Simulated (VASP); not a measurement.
A run of VASP 6.6.1 is set up as follows.

File POSCAR:

```
Ti3O
1.0
    2.9357969426      0.0000000000      0.0000000000
   -1.4678984713      2.5424747326      0.0000000000
    0.0000000000      0.0000000000     23.6361929063
Ti O
3 1
Direct
    0.3333333333      0.6666666666      0.3596179822
    0.6666666667      0.3333333334      0.4531964183
    0.3333333333      0.6666666666      0.5467425953
    0.8333333333      0.9166666666      0.5926167180
```

The input INCAR.step1:

```
SYSTEM = Ti3O
ALGO = Normal
DIPOL = 0.5 0.5 0.488
EDIFF = 1E-4
ENCUT = 520
GGA = PE
IDIPOL = 3
ISMEAR = 0
LASPH = .True.
LCHARG = .False.
LDIPOL = .True.
LREAL = .False.
LWAVE = .True.
NBANDS = 29
NELM = 60
PREC = Accurate
SIGMA = 0.1
```

Contents of INCAR.step2:

```
SYSTEM = Ti3O
ALGO = Normal
DIPOL = 0.5 0.5 0.488
EDIFF = 1E-7
ENCUT = 520
IDIPOL = 3
ISIF = 2
ISMEAR = 0
ISTART = 1
LASPH = .True.
LCHARG = .False.
LDIPOL = .True.
LMIXTAU = .True.
LREAL = .False.
LWAVE = .False.
METAGGA = R2SCAN
NBANDS = 29
NELM = 60
PREC = Accurate
SIGMA = 0.1
```

KPOINTS

```
k-points
0
Gamma
  12 12 1
  0 0 0
```

Potentials or basis: VASP PAW PBE potentials, release 64 (Ti_sv, O).

Launch:

```bash
$ cat potpaw_PBE.64/Ti_sv/POTCAR potpaw_PBE.64/O/POTCAR > POTCAR
$ cp INCAR.step1 INCAR
$ mpirun -np 1 vasp_std > vasp.out
$ cp INCAR.step2 INCAR
$ mpirun -np 1 vasp_std > vasp.out
```

(1) What does it give for the largest force?

(2) Predict the band gap on the k mesh.

## Answers

(1) 3.788 eV/Å.

(2) zero (band 21 reaches -0.34 eV, above the bottom of band 22 at -1.47 eV).

Caveat: the PAW data sets were made with another functional, which shifts forces and pressure a little.
